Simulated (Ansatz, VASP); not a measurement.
## SrTa: VASP beside Ansatz

```
CELL_PARAMETERS angstrom
3.40099 0.00000 0.00000
0.00000 3.40099 0.00000
0.00000 0.00000 4.45773
ATOMIC_POSITIONS crystal
Sr 0.50000 0.50000 0.50000
Ta 0.00000 0.00000 0.00000
```

Alike in both runs: task single point; functional PBE; k mesh 6 × 6 × 4; occupations gaussian, width 0.1 eV; no spin polarisation.

```csv
,VASP,Ansatz
version,VASP 6.6.1,Ansatz 0.2.0
potentials or method,"VASP PAW PBE potentials, release 64 (Sr_sv, Ta_pv), cutoff 520 eV","scalar-relativistic, plane waves, PAW"
valence electrons in the cell,21,23
```

Ansatz gave:

| Property | Result |
| --- | --- |
| gap on the k mesh at the Fermi level (eV) | none |
| pressure (GPa) | 2.9 |
| traceless stress, the component that is largest in VASP (GPa) | 8.13 |

**Question.** Estimate VASP's values.

**Answer.** gap on the k mesh at the Fermi level (eV): none; pressure (GPa): 3.0; traceless stress, the component that is largest in VASP (GPa): 8.12.

A gap of «none» marks a metal or a gap that the smearing closes. VASP's potentials hold 21 valence electrons a cell and Ansatz's 23, so a difference there can come from the potentials and not from the codes.

Neither program's run includes spin-orbit coupling.
